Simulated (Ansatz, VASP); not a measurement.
## Al: VASP beside Ansatz

```
Al
1.0
     8.10000    0.00000    0.00000
     0.00000    8.10000    0.00000
     0.00000    0.00000    8.10000
Al
31
Direct
  0.49803 0.99909 0.99986
  0.74955 0.99898 0.25159
  0.00079 0.99870 0.99997
  0.24932 0.25016 0.99961
  0.49820 0.50177 0.99982
  0.74976 0.75045 0.99968
  0.24962 0.99832 0.25203
  0.49776 0.25033 0.25134
  0.74964 0.50180 0.25100
  0.49735 0.99851 0.49982
  0.74978 0.25046 0.49947
  0.74960 0.99924 0.74828
  0.00065 0.50156 0.99969
  0.24945 0.75041 0.99985
  0.00071 0.25019 0.25104
  0.24946 0.50257 0.25158
  0.49747 0.75033 0.25184
  0.00173 0.99806 0.49971
  0.24958 0.24995 0.49962
  0.49736 0.50257 0.49973
  0.74986 0.75044 0.49973
  0.24979 0.99820 0.74749
  0.49830 0.25029 0.74845
  0.74945 0.50172 0.74830
  0.00144 0.75007 0.25193
  0.00148 0.50227 0.49952
  0.24966 0.75044 0.49968
  0.00095 0.24993 0.74792
  0.24964 0.50241 0.74752
  0.49749 0.75033 0.74760
  0.00150 0.75008 0.74734
```

Alike in both runs: functional PBEsol; k mesh 2 × 2 × 2; occupations gaussian, width 0.1 eV; no spin polarisation.

Ansatz relaxed the structure, and its values are those at the end. VASP's run is a single point on that final structure, the one shown.

|  | VASP | Ansatz |
| --- | --- | --- |
| version | VASP 6.6.1 | Ansatz 0.2.0 |
| potentials or method | VASP PAW PBE potentials, release 64 (Al), cutoff 520 eV | scalar-relativistic, plane waves, PAW |
| valence electrons in the cell | 93 | 93 |

|  | VASP | Ansatz | Ansatz less VASP |
| --- | --- | --- | --- |
| rms of the force components (eV/Å) | 0.005 | 0.005 | +0.0004 |

VASP's potentials were made for PBE, not for PBEsol, and Ansatz warns of the same on its side.

The k mesh is coarse, so the values compare programs but aren't converged.
